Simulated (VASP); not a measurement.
Write the native input for VASP 6.6.1 that does the following.

* Task: single point
* Functional: PBE
* Potentials or basis: VASP PAW PBE potentials, release 64 (V_sv, Li_sv)
* Cutoff: 520 eV
* k mesh: 3 × 3 × 3
* Occupations: gaussian, width 0.1 eV
* Spin: no spin polarisation
* Dipole correction: no
* Further INCAR settings: LREAL = Auto; ALGO = Normal; EDIFF = 1e-06; NBANDS = 120

The structure of LiV16 (a cell with a defect) lies in POSCAR:

```
LiV16
1.0
    6.0400000000      0.0000000000      0.0000000000
    0.0000000000      6.0400000000      0.0000000000
    0.0000000000      0.0000000000      6.0400000000
V Li
16 1
Direct
    0.0079683775      0.0017700331      0.0130784768
    0.5001134106     -0.0038294702     -0.0085548013
    0.0089158940      0.4869168874      0.0151864238
   -0.0090976821     -0.0042995033      0.5026506623
    0.2333653974      0.2528600993      0.2305193709
    0.5004036424      0.5028627483     -0.0131783113
    0.4726965232      0.0576243377      0.4577281457
    0.7462956954      0.2499264901      0.2375908940
   -0.0108776490      0.5003501656      0.5036117550
    0.2563399007      0.7484753311      0.2592468543
    0.2422927152      0.2460127483      0.7436114238
    0.4842006623      0.4612327815      0.4760349338
    0.7502342715      0.7483455298      0.2434470199
    0.7459203642      0.2451322848      0.7454475166
    0.2267246689      0.7453736755      0.7589970199
    0.8180402318      0.7369476821      0.8136672185
    0.5690950331      0.7755051325      0.6073405629
```

These files were run (other wordings do the same):

INCAR

```
SYSTEM = LiV16
PREC = Accurate ; ENCUT = 520
EDIFF = 1E-6 ; ISMEAR = 0
SIGMA = 0.1 ; LREAL = Auto
LASPH = .True. ; NELM = 60
ALGO = Normal ; ISIF = 2
LWAVE = .False. ; LCHARG = .True.
GGA = PE ; LELF = .True.
LVHAR = .True. ; NBANDS = 120
```

KPOINTS

```
regular mesh
0
Gamma
  3 3 3
  0 0 0
```

Potentials or basis: VASP PAW PBE potentials, release 64 (V_sv, Li_sv).

Run with:

```sh
$ cat potpaw_PBE.64/V_sv/POTCAR potpaw_PBE.64/Li_sv/POTCAR > POTCAR
$ mpirun -np 1 vasp_std > vasp.out
```

It gave:

* Largest force: 0.133 eV/Å
* Band gap on the k mesh: zero (an odd number of electrons rules out a gap without spin polarisation)

Run time: 18 min on 1 thread of Intel(R) Xeon(R) Platinum 8488C (Sapphire Rapids) (shared host), peak memory 0.46 GiB.
